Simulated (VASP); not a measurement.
# SiC (ref) (P6_3/mmc) in VASP: notebook, part 2 of 2

VASP 6.6.1. The steps go on from the part before.

## 3. Single point, r2SCAN

This run uses another cell than the first one, of 10.50 Å³/atom, 1.016 times its volume.

POSCAR

```
SiC
1.0
    3.1382076131      0.0000000000      0.0000000000
   -1.5691038066      2.7177675153      0.0000000000
    0.0000000000      0.0000000000      4.9252577768
Si C
2 2
Direct
    0.3333333333      0.6666666667      0.0000000000
    0.6666666667      0.3333333333      0.5000000000
    0.3333333333      0.6666666667      0.5000000000
    0.6666666667      0.3333333333      1.0000000000
```

INCAR.step1

```
SYSTEM = SiC
ALGO = Normal
EDIFF = 1E-4
ENCUT = 520
GGA = PE
ISMEAR = 0
LASPH = .True.
LCHARG = .False.
LREAL = .False.
LWAVE = .True.
NBANDS = 16
NELM = 60
PREC = Accurate
SIGMA = 0.1
```

INCAR.step2

```
SYSTEM = SiC
ALGO = Normal
EDIFF = 1E-6
ENCUT = 520
ISIF = 2
ISMEAR = 0
ISTART = 1
LASPH = .True.
LCHARG = .True.
LELF = .True.
LMIXTAU = .True.
LREAL = .False.
LVHAR = .True.
LWAVE = .False.
METAGGA = R2SCAN
NBANDS = 16
NELM = 60
PREC = Accurate
SIGMA = 0.1
```

KPOINTS

```
k-points
0
Gamma
  9 9 4
  0 0 0
```

Potentials or basis: VASP PAW PBE potentials, release 64 (Si, C).

Command:

```sh
$ cat potpaw_PBE.64/Si/POTCAR potpaw_PBE.64/C/POTCAR > POTCAR
$ cp INCAR.step1 INCAR
$ mpirun -np 1 vasp_std > vasp.out
$ cp INCAR.step2 INCAR
$ mpirun -np 1 vasp_std > vasp.out
```

OUTCAR:

```text
SYSTEM = SiC
   EDIFF = 1E-6
   ENCUT = 520
   ISIF = 2
   ISMEAR = 0
   ISTART = 1
   LASPH = .True.
   LREAL = .False.
   METAGGA = R2SCAN
   NELM = 60
   PREC = Accurate

 ion  position               nearest neighbor table
   1  0.333  0.667  0.000-   4 1.81   4 1.81   4 1.81   3 2.46   3 2.46   2 3.06   2 3.06   2 3.06
                             2 3.06   2 3.06   2 3.06
   2  0.667  0.333  0.500-   3 1.81   3 1.81   3 1.81   4 2.46   4 2.46   1 3.06   1 3.06   1 3.06
                             1 3.06   1 3.06   1 3.06
   3  0.333  0.667  0.500-   2 1.81   2 1.81   2 1.81   1 2.46   1 2.46
   4  0.667  0.333  0.000-   1 1.81   1 1.81   1 1.81   2 2.46   2 2.46

  LATTYP: Found a hexagonal cell.
 ALAT       =     3.1382076131
 C/A-ratio  =     1.5694493112

  Lattice vectors:

 A1 = (   3.1382076131,   0.0000000000,   0.0000000000)
 A2 = (  -1.5691038066,   2.7177675153,   0.0000000000)
 A3 = (   0.0000000000,   0.0000000000,   4.9252577768)

Analysis of symmetry for initial positions (statically):
=====================================================================
 Subroutine PRICEL returns:
 Original cell was already a primitive cell.

 Routine SETGRP: Setting up the symmetry group for a
 hexagonal supercell.

 Subroutine GETGRP returns: Found 24 space group operations
 (whereof 12 operations were pure point group operations)
 out of a pool of 24 trial point group operations.

The static configuration has the point symmetry D_3h.
 The point group associated with its full space group is D_6h.

Analysis of symmetry for dynamics (positions and initial velocities):
=====================================================================
 Subroutine PRICEL returns:
 Original cell was already a primitive cell.

 Routine SETGRP: Setting up the symmetry group for a
 hexagonal supercell.

 Subroutine GETGRP returns: Found 24 space group operations
 (whereof 12 operations were pure point group operations)
 out of a pool of 24 trial point group operations.

The dynamic configuration has the point symmetry D_3h.
 The point group associated with its full space group is D_6h.

 Subroutine INISYM returns: Found 24 space group operations
 (whereof 12 operations are pure point group operations),
 and found     1 'primitive' translations

----------------------------------------------------------------------------------------

                                     Primitive cell

  volume of cell :      42.0071

  direct lattice vectors                    reciprocal lattice vectors
     3.138207613  0.000000000  0.000000000     0.318653232  0.183974530  0.000000000
    -1.569103807  2.717767515  0.000000000     0.000000000  0.367949059  0.000000000
     0.000000000  0.000000000  4.925257777     0.000000000  0.000000000  0.203035058

  length of vectors
     3.138207613  3.138207613  4.925257777     0.367949059  0.367949059  0.203035058

  position of ions in fractional coordinates (direct lattice)
     0.333333333  0.666666667  0.000000000
     0.666666667  0.333333333  0.500000000
     0.333333333  0.666666667  0.500000000
     0.666666667  0.333333333  0.000000000

  ion indices of the primitive-cell ions
   primitive index   ion index
[... 24 lines left out ...]
     0.000000000  0.000000000  0.000000000

 Subroutine IBZKPT returns following result:
 ===========================================

 Found     36 irreducible k-points:

 Following reciprocal coordinates:
            Coordinates               Weight
  0.000000  0.000000  0.000000      1.000000
  0.111111 -0.000000  0.000000      6.000000
  0.222222  0.000000  0.000000      6.000000
  0.333333 -0.000000  0.000000      6.000000
  0.444444  0.000000  0.000000      6.000000
  0.111111  0.111111  0.000000      6.000000
[... 16 lines left out ...]
  0.333333  0.222222  0.250000     24.000000
  0.333333  0.333333  0.250000      4.000000
 [... further k-points ...]
   k-points           NKPTS =     36   k-points in BZ     NKDIM =     36   number of bands    NBANDS=     16
   number of dos      NEDOS =    301   number of ions     NIONS =      4
   total plane-waves  NPLWV =  23040
   dimension x,y,z NGX =    24 NGY =   24 NGZ =   40
   dimension x,y,z NGXF=    48 NGYF=   48 NGZF=   80
   ions per type =               2   2
   NGX,Y,Z   is equivalent  to a cutoff of  12.71, 12.71, 13.50 a.u.
   NGXF,Y,Z  is equivalent  to a cutoff of  25.43, 25.43, 27.00 a.u.
 SYSTEM =  SiC
   PREC   = accura    normal or accurate (medium, high low for compatibility)
   ISTART =      1    job   : 0-new  1-cont  2-samecut
   ICHARG =      0    charge: 1-file 2-atom 10-const
   ISPIN  =      1    spin polarized calculation?
   LNONCOLLINEAR =      F non collinear calculations
   LSORBIT =      F    spin-orbit coupling
   LASPH  =      T    aspherical Exc in radial PAW
   ENCUT  =  520.0 eV  38.22 Ry    6.18 a.u.   5.83  5.83  9.16*2*pi/ulx,y,z
   NELM   =     60;   NELMIN=  2; NELMDL=  0     # of ELM steps
   EDIFF  = 0.1E-05   stopping-criterion for ELM
   LREAL  =      F    real-space projection
   EDIFFG = 0.1E-04   stopping-criterion for IOM
   NSW    =      0    number of steps for IOM
   IBRION =     -1    ionic relax: 0-MD 1-quasi-New 2-CG
   NFREE  =      0    steps in history (QN), initial steepest desc. (CG)
   ISIF   =      2    stress and relaxation
   ISYM   =      2    0-nonsym 1-usesym 2-fastsym
   POTIM  = 0.5000    time-step for ionic-motion
   TEBEG  =    0.0;   TEEND  =   0.0 temperature during run
   PSTRESS=    0.0 pullay stress
   NELECT =      16.0000    total number of electrons
   NUPDOWN=      -1.0000    fix difference up-down
   EMIN   =  10.00;   EMAX   =-10.00  energy-range for DOS
   EFERMI =   0.00;   METHOD = LEGACY
   ISMEAR =     0;   SIGMA  =   0.10  broadening in eV -4-tet -1-fermi 0-gaus
   EFERMI_NEDOS =   21; number of points for ismear=-14 and -15
   IALGO  =     38    algorithm
   IMIX   =      4    mixing-type and parameters
     AMIX     =   0.40;   BMIX     =  1.00
     AMIX_MAG =   1.60;   BMIX_MAG =  1.00
  volume/ion in A,a.u.               =      10.50        70.87
  Fermi-wavevector in a.u.,A,eV,Ry     =   1.186699  2.242536 19.160460  1.408254
  Thomas-Fermi vector in A             =   2.322866
   LORBIT       =      0    0 simple, 1 ext, 2 COOP (PROOUT), +10 PAW based schemes
   METAGGA = R2SCAN    functional components
   LHFCALC =     F    Hartree Fock is set to
   AEXX    =    0.0000 exact exchange contribution
   IVDW    =     0    specifies the selected vdW correction
   LEPSILON=     F    determine dielectric tensor
   LRPA    =     F    only Hartree local field effects (RPA)
 non-spin polarized calculation
 Gauss-broadening in eV      SIGMA  =   0.10
  energy-cutoff  :      520.00
  volume of cell :       42.01
 maximum number of plane-waves:      1144
 NGX is ok and might be reduce to    24
   NGX = 11   NGY = 11   NGZ = 19

 number of electron      16.0000001 magnetization

 Free energy of the ion-electron system (eV)
  ---------------------------------------------------
  ext. energy  EPLUGINS =         0.00000000
  ---------------------------------------------------
  free energy    TOTEN  =       -36.69488843 eV

  energy without entropy =      -36.69444782  energy(sigma->0) =      -36.69466813

 E-fermi :  10.4137     XC(G=0): -11.9231

 val. band max:       10.3772249202   @ k =   0.0000   0.0000   0.0000
 cond. band min:      10.5288314905   @ k =   0.4444   0.0000   0.0000
 fundamental gap:      0.1516065703
 Fermi energy:        10.4136933484

 k-point     1 :       0.0000    0.0000    0.0000
  band No.  band energies     occupation
      1      -8.3346      2.00000
      2      -4.7266      2.00000
      3       0.1843      2.00000
      4       5.6129      2.00000
      5       5.6129      2.00000
      6       6.9657      2.00000
[... 433 lines left out ...]
      3       0.2606      2.00000
      4       0.2606      2.00000
      5       0.9652      2.00000
      6       2.8027      2.00000
[... 8 lines left out ...]
     15      19.0998      0.00000
     16      20.7074      0.00000

 [... further k-points ...]
[... 5 lines left out ...]
  --------------------------------------------------------------------------------------
  -------------------------------------------------------------------------------------
  Total       -0.1056176     -0.1056176      0.0023979      0.0000000      0.0000000      0.0000000
  in kB       -4.0283182     -4.0283182      0.0914562      0.0000000      0.0000000      0.0000000
  external PRESSURE =      -2.6550601 kB  Pullay stress =       0.0000000 kB

 VOLUME and BASIS-vectors are now :
 -----------------------------------------------------------------------------
  energy-cutoff  :      520.00
  volume of cell :       42.01
      direct lattice vectors                 reciprocal lattice vectors
     3.138207613  0.000000000  0.000000000     0.318653232  0.183974530  0.000000000
    -1.569103807  2.717767515  0.000000000     0.000000000  0.367949059  0.000000000
     0.000000000  0.000000000  4.925257777     0.000000000  0.000000000  0.203035058

 POSITION                                       TOTAL-FORCE (eV/Angst)
 -----------------------------------------------------------------------------------
     -0.00000      1.81185      0.00000        -0.000000     -0.000000      0.000000
      1.56910      0.90592      2.46263         0.000000      0.000000      0.000000
     -0.00000      1.81185      2.46263        -0.000000      0.000000      0.000000
      1.56910      0.90592      0.00000        -0.000000      0.000000      0.000000
 -----------------------------------------------------------------------------------
    total drift:                               -0.000000      0.000000     -0.000000

  FREE ENERGIE OF THE ION-ELECTRON SYSTEM (eV)
  ---------------------------------------------------
  free  energy   TOTEN  =       -36.6948884329 eV

  energy  without entropy=      -36.6944478210  energy(sigma->0) =      -36.69466813
```

It took 51 s on 1 thread of AMD EPYC 9R45 (Zen 5), shared host; peak memory 0.13 GiB.

What came out:

| Item | Value |
| --- | --- |
| Free energy | -36.6949 eV |
| Pressure | -0.3 GPa |
| Band gap on the k mesh | 0.15 eV, indirect (least direct gap 1.84 eV) |

Stress tensor (GPa, compression positive):
```
-0.40  0.00  0.00
 0.00 -0.40  0.00
 0.00  0.00  0.01
```

Caveat: the PAW data sets were made with another functional, which shifts forces and pressure a little. A k mesh can miss the band edges.
